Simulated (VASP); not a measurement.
Here is a VASP 6.6.1 calculation.

INCAR

```
PREC     = Accurate       # precision mode
ENCUT    = 600            # plane-wave cutoff, eV
EDIFF    = 1E-6           # SCF threshold, eV
ISMEAR   = 0              # smearing method
SIGMA    = 0.01           # smearing width, eV
LREAL    = F              # projectors in reciprocal space
LASPH    = T              # aspherical terms in the spheres
NELM     = 100            # most SCF steps
ALGO     = Normal         # electronic algorithm
ISIF     = 3              # what is computed and relaxed
LWAVE    = F              # write WAVECAR
LCHARG   = F              # write CHGCAR
GGA      = PS             # functional
IBRION   = 2              # ionic algorithm
NSW      = 100            # ionic steps
EDIFFG   = -0.002         # ionic threshold
PSTRESS  = 70.0
```

The input KPOINTS:

```
regular mesh
0
Gamma
  8 8 8
```

The input POSCAR:

```
InP
1.0
    2.9392821591      2.9392821591      0.0000000000
   -2.9392821591      2.9392821591      0.0000000000
    0.0000000000      2.9392821591      2.9392821591
In P
1 1
Direct
    0.0000000000      0.0000000000      0.0000000000
    0.7500000000      0.2500000000      0.5000000000
```

Potentials or basis: VASP PAW PBE potentials, release 64 (In_d, P).

Command:

```sh
$ cat potpaw_PBE.64/In_d/POTCAR potpaw_PBE.64/P/POTCAR > POTCAR
$ mpirun -np 1 vasp_std > vasp.out
```

(1) Estimate the space group after relaxing (to 0.05 Å).

(2) Estimate the band gap on the k mesh.

## Answers

(1) F-43m (No. 216).

(2) 1.02 eV, direct.

Caveat: the cell is relaxed towards a set pressure, so the enthalpy falls and the energy may rise; spin-orbit coupling is left out, which moves the levels of the heavy elements.
